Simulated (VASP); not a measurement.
Ga2O3, 10 atoms in the cell. Symmetry: R-3c, No. 167, trigonal system. Conventional cell: a = 5.000 Å, b = 5.000 Å, c = 13.447 Å, α = 90.00°, β = 90.00°, γ = 120.00°. Within 2.6 Å of Ga (site symmetry 3) lie 6 O at 1.93 to 2.08 Å. O (site symmetry 2) has 4 Ga at 1.93 to 2.08 Å and 8 O at 2.62 to 2.84 Å within 2.9 Å. 

- Program: VASP 6.6.1
- Task: single point
- Functional: PBEsol
- Potentials or basis: VASP PAW PBE potentials, release 64 (Ga_d, O)
- Cutoff: 520 eV
- k mesh: 6 × 6 × 6
- Occupations: fermi-dirac, width 0.03 eV
- Spin: no spin polarisation
- Dipole correction: no
- Further INCAR settings: ALGO = Normal; EDIFF = 1e-06; NBANDS = 55

Potentials or basis: VASP PAW PBE potentials, release 64 (Ga_d, O).

Command:

```console
$ cat potpaw_PBE.64/Ga_d/POTCAR potpaw_PBE.64/O/POTCAR > POTCAR
$ mpirun -np 1 vasp_std > vasp.out
```

Hardware: 1 thread of Intel(R) Xeon(R) 6975P-C (Granite Rapids), on a shared host.

Estimate the wall time of this run.

It took 2.2 min on 1 thread of Intel(R) Xeon(R) 6975P-C (Granite Rapids), with other jobs on the host, peak memory 0.3 GiB. Counts: scf iterations 14, k points 32.
